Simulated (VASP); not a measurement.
Here is a VASP 6.6.1 calculation.

The input INCAR:

```
PREC = Accurate
ENCUT = 520
EDIFF = 1E-6
ISMEAR = 0
SIGMA = 0.1
LREAL = F
LASPH = T
NELM = 100
ALGO = Normal
ISIF = 2
LWAVE = F
LCHARG = F
GGA = PE
NBANDS = 41
```

KPOINTS

```
regular mesh
0
Gamma
  6 6 4
```

POSCAR

```
Y3Zr2F
1.0
    5.5613963000      0.0000000000      0.0000000000
   -2.7806981500      4.8163104700      0.0000000000
    0.0000000000      0.0000000000      4.0610497300
Y Zr F
3 2 1
Direct
    0.0000000000      0.5000000000      0.5000000000
    0.5000000000      0.0000000000      0.5000000000
    0.5000000000      0.5000000000      0.5000000000
    0.3333333300      0.6666666700      0.0000000000
    0.6666666700      0.3333333300      0.0000000000
    0.0000000000      0.0000000000      0.0000000000
```

Potentials or basis: VASP PAW PBE potentials, release 64 (Y_sv, Zr_sv, F).

Command:

```bash
$ cat potpaw_PBE.64/Y_sv/POTCAR potpaw_PBE.64/Zr_sv/POTCAR potpaw_PBE.64/F/POTCAR > POTCAR
$ mpirun -np 1 vasp_std > vasp.out
```

(1) Predict the band gap on the k mesh.

(2) Estimate the pressure.

Results:

(1) zero (band 32 reaches 7.60 eV, above the bottom of band 33 at 6.12 eV).

(2) 42.4 GPa.

Caveat: the k points lie up to 0.39 Å⁻¹ apart.
